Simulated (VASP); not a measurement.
Runs of VASP 6.6.1 on Pt. The structure is that of space group Fm-3m (No. 225), or close to it. The cells are those of the table. 

```csv
cell,further INCAR settings,gap on the mesh (eV),pressure (GPa)
"a = 2.805, b = 2.805, c = 2.840 Å, angles 59.6, 59.6, 60.8°, 1 atom",ALGO = Fast; EDIFF = 1e-07; NBANDS = 11,none,(b)
"a = 2.805, b = 2.805, c = 2.770 Å, angles 60.4, 60.4, 59.2°, 1 atom",ALGO = Fast; EDIFF = 1e-06; NBANDS = 11,none,(a)
"a = 2.875, b = 2.875, c = 2.840 Å, angles 60.4, 60.4, 59.2°, 1 atom",ALGO = Fast; EDIFF = 1e-07; NBANDS = 11,none,-21.8
"a = 2.841, b = 2.841, c = 2.770 Å, angles 60.8, 60.8, 58.4°, 1 atom",ALGO = Fast; EDIFF = 1e-06; NBANDS = 11,none,-12.3
"a = 2.875, b = 2.875, c = 2.909 Å, angles 59.6, 59.6, 60.8°, 1 atom",ALGO = Fast; EDIFF = 1e-07; NBANDS = 11,none,-25.4
"a = 2.807, b = 2.807, c = 2.701 Å, angles 61.2, 61.2, 57.5°, 1 atom",ALGO = Fast; EDIFF = 1e-06; NBANDS = 11,none,1.0
```

Alike in all rows: task single point; level PBEsol; potentials or basis VASP PAW PBE potentials, release 64 (Pt); no spin polarisation; k mesh 26 × 26 × 26; cutoff (eV) 520; smearing gaussian 0.15 eV.

Q: Estimate the missing entries.

A: (a) -6.9; (b) -12.6.

Caveats: the PAW data sets were made with another functional, which shifts forces and pressure a little; spin-orbit coupling is left out, which moves the levels of the heavy elements.

A k mesh can miss the band edges, and the runs leave out spin-orbit coupling on Pt.

A gap of «none» marks levels without a gap at the run's occupations.
